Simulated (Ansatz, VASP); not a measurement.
**HfC: VASP beside Ansatz**

INCAR

```
SYSTEM = HfC
PREC = Accurate
ENCUT = 600
EDIFF = 1E-6
ISMEAR = -1
SIGMA = 0.08
LREAL = .FALSE.
LASPH = .TRUE.
NELM = 60
ALGO = Normal
ISIF = 3
LWAVE = .FALSE.
LCHARG = .FALSE.
GGA = PS
IBRION = 2
NSW = 60
EDIFFG = -0.005
```

File KPOINTS:

```
Automatic mesh
0
G
  17 17 17
  0 0 0
```

File POSCAR:

```
HfC
1.0
    0.0000000000      2.1586006647      2.1586006647
    2.1586006647      0.0000000000      2.1586006647
    2.1586006647      2.1586006647      0.0000000000
Hf C
1 1
Direct
    0.0000000000      0.0000000000      0.0000000000
    0.5000000000      0.5000000000      0.5000000000
```

Input for Ansatz:

```yaml
crystal:
  lattice:
    - [0.0, 2.1586006647, 2.1586006647]
    - [2.1586006647, 0.0, 2.1586006647]
    - [2.1586006647, 2.1586006647, 0.0]
  atoms:
    - { symbol: Hf, position: [0.0, 0.0, 0.0] }
    - { symbol: C, position: [0.5, 0.5, 0.5] }
kpoints:
  mp_grid: { grid: [17, 17, 17] }
scf:
  occupations: { method: fermi_dirac, width: 0.08 }
hamiltonian:
  xc: pbesol
  pseudopotentials: { kind: paw }
output:
  forces: true
  stress: true
relax:
  f_tol: 0.005
  max_steps: 40
  cell: {}
```

Alike in both runs: task relaxation of cell and atoms; functional PBEsol; k mesh 17 × 17 × 17; occupations fermi-dirac, width 0.08 eV; no spin polarisation.

|  | VASP | Ansatz |
| --- | --- | --- |
| version | VASP 6.6.1 | Ansatz 0.2.0 |
| potentials or method | VASP PAW PBE potentials, release 64 (Hf_pv, C) | PAW with Ansatz's default frozen-core files, scalar-relativistic |
| plane-wave cutoff (eV) | 600 | 420 |
| valence electrons in the cell | 14 | 30 |

|  | VASP | Ansatz | Ansatz less VASP |
| --- | --- | --- | --- |
| relaxed volume (Å³/atom) | 12.21 | 12.22 | +0.013 |
| relaxed length of the cell vector where the two differ most in proportion (Å) | 3.256 | 3.258 | +0.0012 |

VASP's potentials were made for PBE, not for PBEsol. VASP's potentials hold 14 valence electrons a cell and Ansatz's 30, so a difference there can come from the potentials and not from the codes.

Neither program's run includes spin-orbit coupling. Noted on VASP's run: the volume moved by over 15 % at a fixed basis, so the end points are rough.
